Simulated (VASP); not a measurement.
Wanted: the native input for a VASP 6.6.1 run.

```yaml
Task: single point
Functional: PBEsol
Potentials_or_basis: VASP PAW PBE potentials, release 64 (Hf_pv, B)
Cutoff: 520 eV
k_mesh: 14 × 14 × 14
Occupations: gaussian, width 0.1 eV
Spin: no spin polarisation
Dipole_correction: no
Further_INCAR_settings: ALGO = Normal; EDIFF = 1e-07; NBANDS = 14
```

The structure of HfB lies in POSCAR:

```
HfB
1.0
    0.0000000000      2.5937610818      2.5937610818
    2.5937610818      0.0000000000      2.5937610818
    2.5937610818      2.5937610818      0.0000000000
Hf B
1 1
Direct
    0.7500000000      0.7500000000      0.7500000000
    0.0000000000      0.0000000000      0.0000000000
```

The input as run:

INCAR

```
SYSTEM = HfB
PREC = Accurate
ENCUT = 520
EDIFF = 1E-7
ISMEAR = 0
SIGMA = 0.1
LREAL = .False.
LASPH = .True.
NELM = 80
ALGO = Normal
ISIF = 2
LWAVE = .False.
LCHARG = .True.
GGA = PS
LELF = .True.
LVHAR = .True.
NBANDS = 14
```

KPOINTS

```
regular mesh
0
Gamma
  14 14 14
  0 0 0
```

Potentials or basis: VASP PAW PBE potentials, release 64 (Hf_pv, B).

Launch:

```console
$ cat potpaw_PBE.64/Hf_pv/POTCAR potpaw_PBE.64/B/POTCAR > POTCAR
$ mpirun -np 1 vasp_std > vasp.out
```

It gave:

* Pressure: 0.1 GPa

Caveat: the PAW data sets were made with another functional, which shifts forces and pressure a little.

It took 84 s on 1 thread of Intel Xeon 8259CL (shared host), peak memory 0.19 GiB.
